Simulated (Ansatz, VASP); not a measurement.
# GaN: VASP beside Ansatz

```
Ga N
1.0
     3.21837    0.00000    0.00000
    -1.60919    2.78719    0.00000
     0.20973    0.00000    5.24317
Ga N
2 2
Direct
  0.66424 0.33343 0.49924
  0.33081 0.66657 0.99924
  0.66890 0.33285 0.87576
  0.33605 0.66715 0.37576
```

Change from the starting cell: shear of c along a, cell held, atoms relaxed: +4.0 %.

Alike in both runs: functional PBE; k mesh 12 × 12 × 6; occupations gaussian, width 0.02 eV; no spin polarisation.

Ansatz relaxed the structure, and its values are those at the end. VASP's run is a single point on that final structure, the one shown.

|  | VASP | Ansatz |
| --- | --- | --- |
| version | VASP 6.6.1 | Ansatz 0.2.0 |
| potentials or method | VASP PAW PBE potentials, release 64 (Ga_d, N), cutoff 520 eV | scalar-relativistic, plane waves, PAW |
| valence electrons in the cell | 36 | 36 |

VASP gave:

```
gap on the k mesh at the Fermi level (eV) : 1.61
least direct gap on the mesh (eV)         : 1.61
pressure (GPa)                            : 0.1
```

Q: Estimate Ansatz's values.

A: gap on the k mesh at the Fermi level (eV): 1.60; least direct gap on the mesh (eV): 1.60; pressure (GPa): 0.0.

Ansatz's warnings: stress scf threshold loose.
